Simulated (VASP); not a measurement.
Wanted: the native input for a VASP 6.6.1 run.

```yaml
Task: single point
Functional: PBE
Potentials_or_basis: VASP PAW PBE potentials, release 64 (Ga_d, P, As)
Cutoff: 520 eV
k_mesh: 12 × 12 × 2
Occupations: gaussian, width 0.01 eV
Spin: no spin polarisation
Dipole_correction: no
Further_INCAR_settings: ALGO = Normal; EDIFF = 1e-07; NBANDS = 66
```

The structure of Ga3AsP2 lies in POSCAR:

```
Ga3AsP2
1.0
    3.9361228529      0.0000000000      0.0000000000
   -1.9680614265      3.4087823831      0.0000000000
    0.0000000000      0.0000000000     19.4693344776
Ga P As
6 4 2
Direct
    0.3333333333      0.6666666667      0.3299566591
    0.3333333333      0.6666666667      0.6666554462
    0.3333333333      0.6666666667      0.0034564178
    0.6666666667      0.3333333333      0.1666554462
    0.6666666667      0.3333333333      0.5034564178
    0.6666666667      0.3333333333      0.8299566591
    0.3333333333      0.6666666667      0.1263143663
    0.3333333333      0.6666666667      0.7898862216
    0.6666666667      0.3333333333      0.2898862216
    0.6666666667      0.3333333333      0.6263143663
    0.3333333333      0.6666666667      0.4577308890
    0.6666666667      0.3333333333      0.9577308890
```

One way to write it, as run:

INCAR

```
PREC = Accurate
ENCUT = 520
EDIFF = 1E-7
ISMEAR = 0
SIGMA = 0.01
LREAL = F
LASPH = T
NELM = 100
ALGO = Normal
ISIF = 2
LWAVE = F
LCHARG = T
GGA = PE
LELF = T
LVHAR = T
NBANDS = 66
```

KPOINTS

```
regular mesh
0
Gamma
  12 12 2
```

Potentials or basis: VASP PAW PBE potentials, release 64 (Ga_d, P, As).

Run with:

```bash
$ cat potpaw_PBE.64/Ga_d/POTCAR potpaw_PBE.64/P/POTCAR potpaw_PBE.64/As/POTCAR > POTCAR
$ mpirun -np 1 vasp_std > vasp.out
```

It gave:

```yaml
Pressure: 0.1 GPa
Largest_force: 0.015 eV/Å
Band_gap_on_the_k_mesh: 0.89 eV
```

Run time: 17 min on 1 thread of Oxide Virtual Turin-like Processor, on a shared host, peak memory 0.66 GiB.
